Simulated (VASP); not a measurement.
# Li (Pm-3m) in VASP: further runs

The runs below take Li through single point, relaxation of cell and atoms, with PBE.

Everything below comes from runs of VASP 6.6.1. Logs are shortened: lines on timing, memory, paths and dates and some standing lists are left out, and cuts for length are marked.

## 1. The cell of the first run

Symmetry: Pm-3m, No. 221, cubic system. Conventional cell: a = 2.725 Å, b = 2.725 Å, c = 2.725 Å, α = 90.00°, β = 90.00°, γ = 90.00°. Within 3.6 Å of Li (site symmetry m-3m) lie 6 Li at 2.73 Å.

## 2. Single point, PBE

INCAR reads:

```
  PREC = Accurate
  ENCUT = 750
  EDIFF = 1E-6
  ISMEAR = 1
  SIGMA = 0.1
  LREAL = F
  LASPH = T
  NELM = 120
  ALGO = Normal
  ISIF = 2
  LWAVE = F
  LCHARG = F
  GGA = PE
  NBANDS = 8
  GGA_COMPAT = F
```

KPOINTS reads:

```
regular mesh
0
Gamma
  7 7 7
```

POSCAR reads:

```
Li
1.0
    2.7254455491      0.0000000000      0.0000000000
    0.0000000000      2.7254455491      0.0000000000
    0.0000000000      0.0000000000      2.7254455491
Li
1
Direct
    0.0000000000      0.0000000000      0.0000000000
```

Potentials or basis: VASP PAW PBE potentials, release 64 (Li_sv).

On the command line:

```bash
cat potpaw_PBE.64/Li_sv/POTCAR > POTCAR
mpirun -np 1 vasp_std > vasp.out
```

OUTCAR:

```text
PREC = Accurate
   ENCUT = 750
   EDIFF = 1E-6
   ISMEAR = 1
   LREAL = F
   LASPH = T
   NELM = 120
   ISIF = 2
   GGA = PE

 ion  position               nearest neighbor table
   1  0.000  0.000  0.000-

  LATTYP: Found a simple cubic cell.
 ALAT       =     2.7254455491

  Lattice vectors:

 A1 = (   2.7254455491,   0.0000000000,   0.0000000000)
 A2 = (   0.0000000000,   2.7254455491,   0.0000000000)
 A3 = (   0.0000000000,   0.0000000000,   2.7254455491)

Analysis of symmetry for initial positions (statically):
=====================================================================
 Subroutine PRICEL returns:
 Original cell was already a primitive cell.

 Routine SETGRP: Setting up the symmetry group for a
 simple cubic supercell.

 Subroutine GETGRP returns: Found 48 space group operations
 (whereof 48 operations were pure point group operations)
 out of a pool of 48 trial point group operations.

The static configuration has the point symmetry O_h .

Analysis of symmetry for dynamics (positions and initial velocities):
=====================================================================
 Subroutine PRICEL returns:
 Original cell was already a primitive cell.

 Routine SETGRP: Setting up the symmetry group for a
 simple cubic supercell.

 Subroutine GETGRP returns: Found 48 space group operations
 (whereof 48 operations were pure point group operations)
 out of a pool of 48 trial point group operations.

The dynamic configuration has the point symmetry O_h .

 Subroutine INISYM returns: Found 48 space group operations
 (whereof 48 operations are pure point group operations),
 and found     1 'primitive' translations

----------------------------------------------------------------------------------------

                                     Primitive cell

  volume of cell :      20.2448

  direct lattice vectors                    reciprocal lattice vectors
     2.725445549  0.000000000  0.000000000     0.366912485  0.000000000  0.000000000
     0.000000000  2.725445549  0.000000000     0.000000000  0.366912485  0.000000000
     0.000000000  0.000000000  2.725445549     0.000000000  0.000000000  0.366912485

  length of vectors
     2.725445549  2.725445549  2.725445549     0.366912485  0.366912485  0.366912485

  position of ions in fractional coordinates (direct lattice)
     0.000000000  0.000000000  0.000000000
[... 70 lines left out ...]
   NELM   =    120;   NELMIN=  2; NELMDL= -5     # of ELM steps
   EDIFF  = 0.1E-05   stopping-criterion for ELM
   LREAL  =      F    real-space projection
   EDIFFG = 0.1E-04   stopping-criterion for IOM
   NSW    =      0    number of steps for IOM
   IBRION =     -1    ionic relax: 0-MD 1-quasi-New 2-CG
   NFREE  =      0    steps in history (QN), initial steepest desc. (CG)
   ISIF   =      2    stress and relaxation
   ISYM   =      2    0-nonsym 1-usesym 2-fastsym
   POTIM  = 0.5000    time-step for ionic-motion
   TEBEG  =    0.0;   TEEND  =   0.0 temperature during run
   PSTRESS=    0.0 pullay stress
   NELECT =       3.0000    total number of electrons
   NUPDOWN=      -1.0000    fix difference up-down
   EMIN   =  10.00;   EMAX   =-10.00  energy-range for DOS
   EFERMI =   0.00;   METHOD = LEGACY
   ISMEAR =     1;   SIGMA  =   0.10  broadening in eV -4-tet -1-fermi 0-gaus
   EFERMI_NEDOS =   21; number of points for ismear=-14 and -15
   IALGO  =     38    algorithm
   IMIX   =      4    mixing-type and parameters
     AMIX     =   0.40;   BMIX     =  1.00
     AMIX_MAG =   1.60;   BMIX_MAG =  1.00
  volume/ion in A,a.u.               =      20.24       136.62
  Fermi-wavevector in a.u.,A,eV,Ry     =   0.866319  1.637105 10.211285  0.750508
  Thomas-Fermi vector in A             =   1.984690
   LORBIT       =      0    0 simple, 1 ext, 2 COOP (PROOUT), +10 PAW based schemes
   GGA     = PE    functional components
   LHFCALC =     F    Hartree Fock is set to
   AEXX    =    0.0000 exact exchange contribution
   IVDW    =     0    specifies the selected vdW correction
   LEPSILON=     F    determine dielectric tensor
   LRPA    =     F    only Hartree local field effects (RPA)
 non-spin polarized calculation
 Methfessel and Paxton  Order N= 1 SIGMA  =   0.10
  energy-cutoff  :      750.00
  volume of cell :       20.24
 maximum number of plane-waves:       961
   NGX = 13   NGY = 13   NGZ = 13

 number of electron       2.9999999 magnetization

 Free energy of the ion-electron system (eV)
  ---------------------------------------------------
  ext. energy  EPLUGINS =         0.00000000
  ---------------------------------------------------
  free energy    TOTEN  =        -1.80170266 eV

  energy without entropy =       -1.80236986  energy(sigma->0) =       -1.80192506

 E-fermi :   0.3870     XC(G=0):  -7.0450

 val. band max:        0.2907173957   @ k =   0.4286   0.1429   0.1429
 cond. band min:       0.9130103235   @ k =   0.2857   0.2857   0.2857
 fundamental gap:      0.6222929278
 Fermi energy:         0.3870050703

 k-point     1 :       0.0000    0.0000    0.0000
  band No.  band energies     occupation
      1     -46.1809      2.00000
      2      -2.9107      2.00000
      3      12.6079      0.00000
      4      12.6079      0.00000
      5      12.6079      0.00000
      6      14.9994      0.00000
      7      14.9994      0.00000
      8      21.1773      0.00000
[... 199 lines left out ...]
 k-point    20 :       0.4286    0.4286    0.4286
  band No.  band energies     occupation
      1     -46.1225      2.00000
      2       5.6751      0.00000
      3       7.0863      0.00000
      4       7.0863      0.00000
      5      10.4745      0.00000
      6      11.5924      0.00000
      7      11.5924      0.00000
      8      14.7659      0.00000

------------------------ aborting loop because EDIFF is reached ----------------------------------------

  FORCE on cell =-STRESS in cart. coord.  units (eV):
  Direction    XX          YY          ZZ          XY          YZ          ZX
  --------------------------------------------------------------------------------------
  -------------------------------------------------------------------------------------
  Total       -0.0231299     -0.0231299     -0.0231299      0.0000000      0.0000000     -0.0000000
  in kB       -1.8305085     -1.8305085     -1.8305085      0.0000000      0.0000000     -0.0000000
  external PRESSURE =      -1.8305085 kB  Pullay stress =       0.0000000 kB

 VOLUME and BASIS-vectors are now :
 -----------------------------------------------------------------------------
  energy-cutoff  :      750.00
  volume of cell :       20.24
      direct lattice vectors                 reciprocal lattice vectors
     2.725445549  0.000000000  0.000000000     0.366912485  0.000000000  0.000000000
     0.000000000  2.725445549  0.000000000     0.000000000  0.366912485  0.000000000
     0.000000000  0.000000000  2.725445549     0.000000000  0.000000000  0.366912485

 POSITION                                       TOTAL-FORCE (eV/Angst)
 -----------------------------------------------------------------------------------
      0.00000      0.00000      0.00000         0.000000      0.000000      0.000000
 -----------------------------------------------------------------------------------
    total drift:                                0.000000     -0.000000     -0.000000

  FREE ENERGIE OF THE ION-ELECTRON SYSTEM (eV)
  ---------------------------------------------------
  free  energy   TOTEN  =        -1.8017026572 eV

  energy  without entropy=       -1.8023698569  energy(sigma->0) =       -1.80192506
```

OSZICAR:

```text
N       E                     dE             d eps       ncg     rms          rms(c)
DAV:   1     0.330652757700E+00    0.33065E+00   -0.76958E+02   320   0.295E+02
DAV:   2    -0.174562546243E+01   -0.20763E+01   -0.20747E+01   464   0.387E+01
DAV:   3    -0.180392169766E+01   -0.58296E-01   -0.58296E-01   360   0.489E+00
DAV:   4    -0.180341907300E+01    0.50262E-03   -0.76685E-03   496   0.510E-01
DAV:   5    -0.180469019495E+01   -0.12711E-02   -0.16433E-05   384   0.167E-02    0.305E-01
DAV:   6    -0.180153461799E+01    0.31556E-02   -0.47380E-04   504   0.838E-02    0.170E-01
DAV:   7    -0.180170600560E+01   -0.17139E-03   -0.11614E-03   488   0.130E-01    0.316E-02
DAV:   8    -0.180170559227E+01    0.41332E-06   -0.13482E-05   408   0.271E-02    0.119E-02
DAV:   9    -0.180170270445E+01    0.28878E-05   -0.13841E-06   456   0.555E-03    0.997E-04
DAV:  10    -0.180170265723E+01    0.47214E-07   -0.69284E-08   192   0.221E-03
   1 F= -.18017027E+01 E0= -.18019251E+01  d E =0.667200E-03
```

It took 4.1 s on 1 thread of AMD EPYC 7R43 (Zen 3), shared host; peak memory 0.09 GiB.

Results:

| Item | Value |
| --- | --- |
| Free energy | -1.8017 eV |
| Pressure | -0.2 GPa |

[end of part 1 of 2]
